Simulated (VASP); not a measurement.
Sb: single point with r2SCAN

Sb:

```xyz
4
Lattice="-4.0830 4.0830 2.0521 4.0830 -4.0830 2.0521 4.0830 4.0830 -2.0521" Properties=species:S:1:pos:R:3 pbc="T T T"
Sb    1.2352    5.3183    0.0000
Sb    2.8478    1.2352    0.0000
Sb    2.8478   -1.2352    2.0521
Sb    1.2352    2.8478    2.0521
```

```json
{
 "Program": "VASP 6.6.1",
 "Task": "single point",
 "Functional": "r2SCAN",
 "Potentials or basis": "VASP PAW PBE potentials, release 64 (Sb)",
 "Cutoff": "520 eV",
 "k mesh": "7 × 7 × 7",
 "Occupations": "fermi-dirac, width 0.05 eV",
 "Spin": "no spin polarisation",
 "Dipole correction": "no",
 "Further INCAR settings": "ALGO = Normal; EDIFF = 1e-07; NBANDS = 18"
}
```

```
Pressure               : -1.3 GPa
Largest force          : 0.006 eV/Å
Band gap on the k mesh : zero (bands 10 and 11 overlap by 1.67 eV)
```

Forces on the atoms (eV/Å):
```
Sb   0.004  0.004  0.000
Sb  -0.004  0.004  0.000
Sb  -0.004 -0.004  0.000
Sb   0.004 -0.004  0.000
```

Stress tensor (GPa, compression positive):
```
-1.11  0.00  0.00
 0.00 -1.11  0.00
 0.00  0.00 -1.53
```

Levels at points of the mesh, in eV from the Fermi level:
```
           k point  band 7  band 8  band 9  band 10  band 11  band 12  band 13  band 14
(0.00, 0.00, 0.00)   -1.12   -1.12   -1.09    -1.02    -1.02    -0.28     2.84     2.84
```

Run time: 12 min on 1 thread of Intel Xeon 8259CL (shared host), peak memory 0.39 GiB.

Caveat: the PAW data sets were made with another functional, which shifts forces and pressure a little; spin-orbit coupling is left out, which moves the levels of the heavy elements.
